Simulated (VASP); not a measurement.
# Zn (I4/mmm) in VASP: a series of runs

The runs below take Zn through single point, with PBE.

All numbers are computed with VASP 6.6.1; they aren't measurements. Logs are shortened: lines on timing, memory, paths and dates and some standing lists are left out, and cuts for length are marked.

### Step 1. The cell of the first run

Symmetry: I4/mmm, No. 139, tetragonal system. The conventional cell has a = 3.138 Å, b = 3.138 Å, c = 3.013 Å, α = 90.00°, β = 90.00°, γ = 90.00°. Within 3.5 Å of Zn (site symmetry 4/mmm) lie 14 Zn at 2.68 to 3.14 Å.

### Step 2. Single point, PBE (strain -0.0400 x Voigt [1, 0, 0, 0, 0, 0])

The input, INCAR:

```
SYSTEM = Zn
PREC     = Accurate       ! precision mode
ENCUT    = 520            ! plane-wave cutoff, eV
EDIFF    = 1E-7           ! SCF threshold, eV
ISMEAR   = 0              ! smearing method
SIGMA    = 0.15           ! smearing width, eV
LREAL    = .False.        ! projectors in reciprocal space
LASPH    = .True.         ! aspherical terms in the spheres
NELM     = 80             ! most SCF steps
ALGO     = Fast           ! electronic algorithm
ISIF     = 2              ! what is computed and relaxed
LWAVE    = .False.        ! write WAVECAR
LCHARG   = .False.        ! write CHGCAR
GGA      = PE             ! functional
NBANDS   = 12             ! bands
```

The input, KPOINTS:

```
regular mesh
0
Gamma
  22 22 22
  0 0 0
```

The input, POSCAR:

```
Zn
1.0
   -1.5062755200      1.5690370000      1.5690370000
    1.5062755200     -1.5690370000      1.5690370000
    1.5062755200      1.5690370000     -1.5690370000
Zn
1
Direct
    0.0000000000      0.0000000000      0.0000000000
```

Potentials or basis: VASP PAW PBE potentials, release 64 (Zn).

The run is started by

```sh
> cat potpaw_PBE.64/Zn/POTCAR > POTCAR
> mpirun -np 1 vasp_std > vasp.out
```

OUTCAR:

```text
SYSTEM = Zn
   PREC = Accurate
   ENCUT = 520
   EDIFF = 1E-7
   ISMEAR = 0
   LREAL = .False.
   LASPH = .True.
   NELM = 80
   ISIF = 2
   GGA = PE

 ion  position               nearest neighbor table
   1  0.000  0.000  0.000-

  LATTYP: Found a body centered tetragonal cell.
 ALAT       =     3.1380740000
 C/A-ratio  =     0.9600000000

  Lattice vectors:

 A1 = (  -1.5062755200,   1.5690370000,  -1.5690370000)
 A2 = (  -1.5062755200,  -1.5690370000,   1.5690370000)
 A3 = (   1.5062755200,   1.5690370000,   1.5690370000)

Analysis of symmetry for initial positions (statically):
=====================================================================
 Subroutine PRICEL returns:
 Original cell was already a primitive cell.

 Routine SETGRP: Setting up the symmetry group for a
 body centered tetragonal supercell.

 Subroutine GETGRP returns: Found 16 space group operations
 (whereof 16 operations were pure point group operations)
 out of a pool of 16 trial point group operations.

The static configuration has the point symmetry D_4h.

Analysis of symmetry for dynamics (positions and initial velocities):
=====================================================================
 Subroutine PRICEL returns:
 Original cell was already a primitive cell.

 Routine SETGRP: Setting up the symmetry group for a
 body centered tetragonal supercell.

 Subroutine GETGRP returns: Found 16 space group operations
 (whereof 16 operations were pure point group operations)
 out of a pool of 16 trial point group operations.

The dynamic configuration has the point symmetry D_4h.

 Subroutine INISYM returns: Found 16 space group operations
 (whereof 16 operations are pure point group operations),
 and found     1 'primitive' translations

----------------------------------------------------------------------------------------

                                     Primitive cell

  volume of cell :      14.8331

  direct lattice vectors                    reciprocal lattice vectors
    -1.506275520  1.569037000  1.569037000     0.000000000  0.318666800  0.318666800
     1.506275520 -1.569037000  1.569037000     0.331944583  0.000000000  0.318666800
     1.506275520  1.569037000 -1.569037000     0.331944583  0.318666800  0.000000000

  length of vectors
     2.681906068  2.681906068  2.681906068     0.450662911  0.460147515  0.460147515

  position of ions in fractional coordinates (direct lattice)
     0.000000000  0.000000000  0.000000000

  ion indices of the primitive-cell ions
   primitive index   ion index
                 1           1

----------------------------------------------------------------------------------------

 KPOINTS: regular mesh

Automatic generation of k-mesh.
 Grid dimensions read from file:
 generate k-points for:   22   22   22

 Generating k-lattice:

  Cartesian coordinates                     Fractional coordinates (reciprocal lattice)
     0.000000000  0.014484855  0.014484855     0.045454545  0.000000000  0.000000000
     0.015088390  0.000000000  0.014484855    -0.000000000  0.045454545  0.000000000
     0.015088390  0.014484855  0.000000000    -0.000000000  0.000000000  0.045454545

  Length of vectors
     0.020484678  0.020915796  0.020915796

  Shift w.r.t. Gamma in fractional coordinates (k-lattice)
     0.000000000  0.000000000  0.000000000

 Subroutine IBZKPT returns following result:
 ===========================================

 Found    834 irreducible k-points:

 Following reciprocal coordinates:
            Coordinates               Weight
  0.000000  0.000000  0.000000      1.000000
  0.045455  0.000000  0.000000      4.000000
  0.090909  0.000000  0.000000      4.000000
  0.136364  0.000000  0.000000      4.000000
  0.181818  0.000000  0.000000      4.000000
  0.227273  0.000000  0.000000      4.000000
[... 16 lines left out ...]
  0.454545  0.045455 -0.000000     16.000000
  0.000000  0.090909 -0.000000      8.000000
 [... further k-points ...]
   k-points           NKPTS =    834   k-points in BZ     NKDIM =    834   number of bands    NBANDS=     12
   number of dos      NEDOS =    301   number of ions     NIONS =      1
   total plane-waves  NPLWV =   8000
   dimension x,y,z NGX =    20 NGY =   20 NGZ =   20
   dimension x,y,z NGXF=    40 NGYF=   40 NGZF=   40
   ions per type =               1
   NGX,Y,Z   is equivalent  to a cutoff of  12.40, 12.40, 12.40 a.u.
   NGXF,Y,Z  is equivalent  to a cutoff of  24.80, 24.80, 24.80 a.u.
 SYSTEM =  Zn
   PREC   = accura    normal or accurate (medium, high low for compatibility)
   ISTART =      0    job   : 0-new  1-cont  2-samecut
   ICHARG =      2    charge: 1-file 2-atom 10-const
   ISPIN  =      1    spin polarized calculation?
   LNONCOLLINEAR =      F non collinear calculations
   LSORBIT =      F    spin-orbit coupling
   LASPH  =      T    aspherical Exc in radial PAW
   ENCUT  =  520.0 eV  38.22 Ry    6.18 a.u.   4.99  4.99  4.99*2*pi/ulx,y,z
   NELM   =     80;   NELMIN=  2; NELMDL= -5     # of ELM steps
   EDIFF  = 0.1E-06   stopping-criterion for ELM
   LREAL  =      F    real-space projection
   EDIFFG = 0.1E-05   stopping-criterion for IOM
   NSW    =      0    number of steps for IOM
   IBRION =     -1    ionic relax: 0-MD 1-quasi-New 2-CG
   NFREE  =      0    steps in history (QN), initial steepest desc. (CG)
   ISIF   =      2    stress and relaxation
   ISYM   =      2    0-nonsym 1-usesym 2-fastsym
   POTIM  = 0.5000    time-step for ionic-motion
   TEBEG  =    0.0;   TEEND  =   0.0 temperature during run
   PSTRESS=    0.0 pullay stress
   NELECT =      12.0000    total number of electrons
   NUPDOWN=      -1.0000    fix difference up-down
   EMIN   =  10.00;   EMAX   =-10.00  energy-range for DOS
   EFERMI =   0.00;   METHOD = LEGACY
   ISMEAR =     0;   SIGMA  =   0.15  broadening in eV -4-tet -1-fermi 0-gaus
   EFERMI_NEDOS =   21; number of points for ismear=-14 and -15
   IALGO  =     68    algorithm
   IMIX   =      4    mixing-type and parameters
     AMIX     =   0.40;   BMIX     =  1.00
     AMIX_MAG =   1.60;   BMIX_MAG =  1.00
  volume/ion in A,a.u.               =      14.83       100.10
  Fermi-wavevector in a.u.,A,eV,Ry     =   1.525428  2.882641 31.659804  2.326930
  Thomas-Fermi vector in A             =   2.633599
   LORBIT       =      0    0 simple, 1 ext, 2 COOP (PROOUT), +10 PAW based schemes
   GGA     = PE    functional components
   LHFCALC =     F    Hartree Fock is set to
   AEXX    =    0.0000 exact exchange contribution
   IVDW    =     0    specifies the selected vdW correction
   LEPSILON=     F    determine dielectric tensor
   LRPA    =     F    only Hartree local field effects (RPA)
 non-spin polarized calculation
 RMM-DIIS sequential band-by-band and
 Gauss-broadening in eV      SIGMA  =   0.15
  energy-cutoff  :      520.00
  volume of cell :       14.83
 maximum number of plane-waves:       418
   NGX =  9   NGY =  9   NGZ =  9

 number of electron      12.0000006 magnetization

 Free energy of the ion-electron system (eV)
  ---------------------------------------------------
  ext. energy  EPLUGINS =         0.00000000
  ---------------------------------------------------
  free energy    TOTEN  =        -1.02292995 eV

  energy without entropy =       -1.01921444  energy(sigma->0) =       -1.02107219

 E-fermi :   3.4686     XC(G=0): -11.6973

 val. band max:        3.4624435832   @ k =  -0.3636  -0.4545   0.1818
 cond. band min:       3.4690668107   @ k =  -0.4091  -0.4545   0.1818
 fundamental gap:      0.0066232275
 Fermi energy:         3.4685945195

 k-point     1 :       0.0000    0.0000    0.0000
  band No.  band energies     occupation
      1      -7.2844      2.00000
      2      -4.5381      2.00000
      3      -4.4566      2.00000
      4      -4.4566      2.00000
      5      -3.9943      2.00000
      6      -3.9197      2.00000
      7      22.5942      0.00000
      8      22.5943      0.00000
      9      23.4720      0.00000
     10      24.4724      0.00000
     11      24.4725      0.00000
     12      25.0109      0.00000

 k-point     2 :       0.0455    0.0000    0.0000
  band No.  band energies     occupation
      1      -7.2190      2.00000
      2      -4.5358      2.00000
      3      -4.4625      2.00000
      4      -4.4408      2.00000
      5      -4.0008      2.00000
      6      -3.9204      2.00000
      7      21.2540      0.00000
      8      22.5326      0.00000
      9      22.9109      0.00000
     10      24.0383      0.00000
     11      24.0470      0.00000
     12      24.4491      0.00000

 k-point     3 :       0.0909    0.0000    0.0000
  band No.  band energies     occupation
      1      -7.0247      2.00000
      2      -4.5285      2.00000
      3      -4.4798      2.00000
      4      -4.3942      2.00000
      5      -4.0183      2.00000
      6      -3.9224      2.00000
      7      18.9969      0.00000
      8      21.8299      0.00000
      9      22.1068      0.00000
     10      23.5399      0.00000
     11      23.5652      0.00000
     12      23.6718      0.00000

 k-point     4 :       0.1364    0.0000    0.0000
  band No.  band energies     occupation
      1      -6.7082      2.00000
      2      -4.5134      2.00000
      3      -4.5069      2.00000
      4      -4.3199      2.00000
      5      -4.0412      2.00000
      6      -3.9254      2.00000
      7      16.6757      0.00000
      8      20.6887      0.00000
      9      21.2658      0.00000
     10      22.7286      0.00000
     11      23.0481      0.00000
     12      23.8379      0.00000

 k-point     5 :       0.1818    0.0000    0.0000
  band No.  band energies     occupation
      1      -6.2878      2.00000
      2      -4.5416      2.00000
      3      -4.4775      2.00000
      4      -4.2228      2.00000
      5      -4.0621      2.00000
      6      -3.9290      2.00000
      7      14.4090      0.00000
      8      19.6049      0.00000
      9      20.3595      0.00000
     10      21.9875      0.00000
     11      22.5982      0.00000
     12      24.2897      0.00000
[... 228 lines left out ...]
      1      -5.1576      2.00000
      2      -4.7068      2.00000
      3      -4.0553      2.00000
      4      -3.9517      2.00000
      5      -3.7485      2.00000
      6      -1.9497      2.00000
      7       5.4886      0.00000
      8      15.5912      0.00000
      9      16.9799      0.00000
     10      20.5769      0.00000
     11      21.9842      0.00000
     12      27.6417      0.00000

 k-point    22 :       0.4091    0.0455    0.0000
  band No.  band energies     occupation
      1      -5.1664      2.00000
      2      -4.7284      2.00000
      3      -4.0440      2.00000
      4      -3.9520      2.00000
      5      -3.6726      2.00000
      6      -0.8350      2.00000
      7       3.8492      0.00033
      8      15.2694      0.00000
      9      16.7035      0.00000
     10      20.3846      0.00000
     11      21.8640      0.00000
     12      28.7105      0.00000

 k-point    23 :       0.4545    0.0455   -0.0000
  band No.  band energies     occupation
      1      -5.1751      2.00000
      2      -4.7397      2.00000
      3      -4.0375      2.00000
      4      -3.9527      2.00000
      5      -3.6333      2.00000
      6       0.2536      2.00000
      7       2.5019      2.00000
      8      15.1061      0.00000
      9      16.5648      0.00000
     10      20.2885      0.00000
     11      21.8050      0.00000
     12      29.7651      0.00000

 k-point    24 :       0.0000    0.0909   -0.0000
  band No.  band energies     occupation
      1      -7.0133      2.00000
      2      -4.5378      2.00000
      3      -4.4530      2.00000
      4      -4.4189      2.00000
      5      -3.9950      2.00000
      6      -3.9375      2.00000
      7      20.0360      0.00000
      8      20.9644      0.00000
      9      21.4532      0.00000
     10      22.9088      0.00000
     11      23.1385      0.00000
     12      24.7296      0.00000

 [... further k-points ...]

------------------------ aborting loop because EDIFF is reached ----------------------------------------

  FORCE on cell =-STRESS in cart. coord.  units (eV):
  Direction    XX          YY          ZZ          XY          YZ          ZX
  --------------------------------------------------------------------------------------
  -------------------------------------------------------------------------------------
  Total        0.1298842      0.3441375      0.3441375      0.0000000      0.0000000     -0.0000000
  in kB       14.0293000     37.1716433     37.1716433      0.0000000      0.0000000     -0.0000000
  external PRESSURE =      29.4575289 kB  Pullay stress =       0.0000000 kB

 VOLUME and BASIS-vectors are now :
 -----------------------------------------------------------------------------
  energy-cutoff  :      520.00
  volume of cell :       14.83
      direct lattice vectors                 reciprocal lattice vectors
    -1.506275520  1.569037000  1.569037000     0.000000000  0.318666800  0.318666800
     1.506275520 -1.569037000  1.569037000     0.331944583  0.000000000  0.318666800
     1.506275520  1.569037000 -1.569037000     0.331944583  0.318666800  0.000000000

 POSITION                                       TOTAL-FORCE (eV/Angst)
 -----------------------------------------------------------------------------------
      0.00000      0.00000      0.00000         0.000000      0.000000     -0.000000
 -----------------------------------------------------------------------------------
    total drift:                                0.000000     -0.000000      0.000000

  FREE ENERGIE OF THE ION-ELECTRON SYSTEM (eV)
  ---------------------------------------------------
  free  energy   TOTEN  =        -1.0229299471 eV

  energy  without entropy=       -1.0192144409  energy(sigma->0) =       -1.02107219
```

It took 81 s on 1 thread of Intel Xeon Platinum 8488C (Sapphire Rapids), shared host; peak memory 0.25 GiB.

What came out:

```
Free energy            : -1.0229 eV
Pressure               : 2.9 GPa
Band gap on the k mesh : zero (bands 6 and 7 overlap by 5.03 eV)
```

Stress tensor (GPa, compression positive):
```
1.40 0.00 0.00
0.00 3.72 0.00
0.00 0.00 3.72
```

Caveat: the cell differs from its parent crystal (strain -0.0400 x Voigt [1, 0, 0, 0, 0, 0]).

### Step 3. Single point, PBE (strain -0.0200 x Voigt [1, 0, 0, 0, 0, 0])

The input, INCAR:

```
SYSTEM = Zn
  ALGO = Fast
  EDIFF = 1E-6
  ENCUT = 520
  GGA = PE
  ISIF = 2
  ISMEAR = 0
  LASPH = .True.
  LCHARG = .False.
  LREAL = .False.
  LWAVE = .False.
  NBANDS = 12
  NELM = 80
  PREC = Accurate
  SIGMA = 0.15
```

The input, KPOINTS:

```
k-points
0
Gamma
  22 22 22
  0 0 0
```

The input, POSCAR:

```
Zn
1.0
   -1.5376562600      1.5690370000      1.5690370000
    1.5376562600     -1.5690370000      1.5690370000
    1.5376562600      1.5690370000     -1.5690370000
Zn
1
Direct
    0.0000000000      0.0000000000      0.0000000000
```

Potentials or basis: VASP PAW PBE potentials, release 64 (Zn).

The run is started by

```sh
> cat potpaw_PBE.64/Zn/POTCAR > POTCAR
> mpirun -np 1 vasp_std > vasp.out
```

It took 66 s on 1 thread of Intel Xeon Platinum 8488C (Sapphire Rapids), shared host; peak memory 0.25 GiB.

It converged, with:

```yaml
Free_energy: -1.0248 eV
Pressure: 1.4 GPa
Band_gap_on_the_k_mesh: zero (bands 6 and 7 overlap by 5.11 eV)
```

Stress tensor (GPa, compression positive):
```
0.68 0.00 0.00
0.00 1.77 0.00
0.00 0.00 1.77
```

Levels at points of the mesh, in eV from the Fermi level:
| k point | band 2 | band 3 | band 4 | band 5 | band 6 | band 7 | band 8 | band 9 | band 10 | band 11 |
| --- | --- | --- | --- | --- | --- | --- | --- | --- | --- | --- |
| (0.00, 0.00, 0.00) | -7.90 | -7.86 | -7.86 | -7.37 | -7.34 | 19.09 | 19.09 | 19.44 | 20.77 | 20.77 |
| (0.50, 0.00, 0.00) | -8.15 | -7.41 | -7.33 | -7.02 | -2.86 | -1.15 | 11.69 | 13.09 | 15.68 | 17.18 |
| (0.00, 0.50, 0.00) | -8.20 | -7.38 | -7.31 | -7.01 | -2.75 | -0.95 | 11.24 | 12.57 | 15.22 | 16.73 |
| (0.50, 0.50, 0.50) | -8.44 | -7.10 | -7.10 | -7.09 | 3.95 | 3.95 | 4.58 | 7.52 | 8.39 | 8.83 |

Caveat: the cell differs from its parent crystal (strain -0.0200 x Voigt [1, 0, 0, 0, 0, 0]).

The gap in the log of VASP goes by the Fermi energy; the results here count the filled bands.